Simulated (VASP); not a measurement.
Wanted: the native input for a VASP 6.6.1 run.

```
Task                   : single point
Functional             : PBE
Potentials or basis    : VASP PAW PBE potentials, release 64 (Zn, Se)
Cutoff                 : 520 eV
k mesh                 : 8 × 8 × 4
Occupations            : gaussian, width 0.02 eV
Spin                   : no spin polarisation
Dipole correction      : no
Further INCAR settings : ALGO = Normal; EDIFF = 1e-07; NBANDS = 26
```

The structure of ZnSe4 lies in POSCAR:

```
ZnSe4
1.0
    3.3818746890     -2.4242367248     -0.0004046222
    3.3818746890      2.4242367248     -0.0004046222
   -2.4336274103      0.0000000000      7.9341694254
Zn Se
1 4
Direct
    0.9867941224      0.0132058776      0.0000000000
    0.6492324003      0.6742762315      0.5966083605
    0.3257237685      0.3507675997      0.4033916395
    0.5947815707      0.9445318619      0.1678785631
    0.0554681381      0.4052184293      0.8321214369
```

These files were run (other wordings do the same):

INCAR

```
PREC = Accurate
ENCUT = 520
EDIFF = 1E-7
ISMEAR = 0
SIGMA = 0.02
LREAL = F
LASPH = T
NELM = 100
ALGO = Normal
ISIF = 2
LWAVE = F
LCHARG = T
GGA = PE
LELF = T
LVHAR = T
NBANDS = 26
```

KPOINTS

```
regular mesh
0
Gamma
  8 8 4
```

Potentials or basis: VASP PAW PBE potentials, release 64 (Zn, Se).

Launch:

```sh
$ cat potpaw_PBE.64/Zn/POTCAR potpaw_PBE.64/Se/POTCAR > POTCAR
$ mpirun -np 1 vasp_std > vasp.out
```

It gave:

| Quantity | Value |
| --- | --- |
| Pressure | 0.1 GPa |
| Largest force | 0.028 eV/Å |
| Band gap on the k mesh | 0.76 eV, indirect (least direct gap 1.05 eV) |

It took 3 min on 1 thread of Intel(R) Xeon(R) Platinum 8488C (Sapphire Rapids), with other jobs on the host, peak memory 0.39 GiB.
